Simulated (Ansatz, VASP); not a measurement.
## Two plane-wave programs on CsAs

```xyz
2
Lattice="0.0000 3.6690 3.6690 3.6690 0.0000 3.6690 3.6690 3.6690 0.0000" Properties=species:S:1:pos:R:3 pbc="T T T"
Cs    0.0000    0.0000    0.0000
As    3.6690    3.6690    3.6690
```

Alike in both runs: functional PBE; k mesh 14 × 14 × 14; occupations gaussian, width 0.1 eV; no spin polarisation.

Ansatz relaxed the structure, and its values are those at the end. VASP's run is a single point on that final structure, the one shown.

|  | VASP | Ansatz |
| --- | --- | --- |
| version | VASP 6.6.1 | Ansatz 0.2.0 |
| potentials or method | VASP PAW PBE potentials, release 64 (Cs_sv, As), cutoff 520 eV | scalar-relativistic, plane waves, PAW |
| valence electrons in the cell | 14 | 24 |

```tsv
	VASP	Ansatz	Ansatz less VASP
gap on the k mesh at the Fermi level (eV)	none	none	-
pressure (GPa)	0.0	0.0	-0.01
```

A gap of «none» marks a metal or a gap that the smearing closes. With one functional, cell and mesh, what is left measures potentials, basis and numerics. VASP's potentials hold 14 valence electrons a cell and Ansatz's 24, so a difference there can come from the potentials and not from the codes.

Spin-orbit coupling is off throughout.
